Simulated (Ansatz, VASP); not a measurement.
# Two plane-wave programs on MoSe

File INCAR:

```
PREC = Accurate
ENCUT = 500
EDIFF = 1E-6
ISMEAR = 0
SIGMA = 0.1
LREAL = False
LASPH = True
NELM = 120
ALGO = Normal
ISIF = 2
LWAVE = False
LCHARG = False
GGA = PE
NBANDS = 17
GGA_COMPAT = False
```

File KPOINTS:

```
regular mesh
0
Gamma
  14 14 14
```

Contents of POSCAR:

```
MoSe
1.0
    0.0000000000      2.6944190825      2.6944190825
    2.6944190825      0.0000000000      2.6944190825
    2.6944190825      2.6944190825      0.0000000000
Mo Se
1 1
Direct
    0.0000000000      0.0000000000      0.0000000000
    0.5000000000      0.5000000000      0.5000000000
```

Input for Ansatz:

```yaml
crystal:
  lattice:
    - [0.0, 2.6944190825, 2.6944190825]
    - [2.6944190825, 0.0, 2.6944190825]
    - [2.6944190825, 2.6944190825, 0.0]
  atoms:
    - { symbol: Mo, position: [0.0, 0.0, 0.0] }
    - { symbol: Se, position: [0.5, 0.5, 0.5] }
basis:
  ecutwfc: 420
kpoints:
  mp_grid: { grid: [14, 14, 14] }
hamiltonian:
  xc: pbe
scf:
  occupations: { method: gaussian, width: 0.1 }
  lower_state_search: "off"
output:
  forces: true
  stress: true
  eigenvalues: true
```

Alike in both runs: task single point; functional PBE; k mesh 14 × 14 × 14; occupations gaussian, width 0.1 eV; no spin polarisation.

|  | VASP | Ansatz |
| --- | --- | --- |
| version | VASP 6.6.1 | Ansatz 0.2.0 |
| potentials or method | VASP PAW PBE potentials, release 64 (Mo_sv, Se), cutoff 500 eV | scalar-relativistic, plane waves, PAW |
| valence electrons in the cell | 20 | 30 |

Ansatz gave:

| Quantity | Value |
| --- | --- |
| gap on the k mesh at the Fermi level (eV) | none |
| pressure (GPa) | -10.6 |

Problem. Estimate VASP's values.

Solution. gap on the k mesh at the Fermi level (eV): none; pressure (GPa): -10.4.

A gap of «none» marks a metal or a gap that the smearing closes. With one functional, cell and mesh, what is left measures potentials, basis and numerics. VASP's potentials hold 20 valence electrons a cell and Ansatz's 30, so a difference there can come from the potentials and not from the codes.
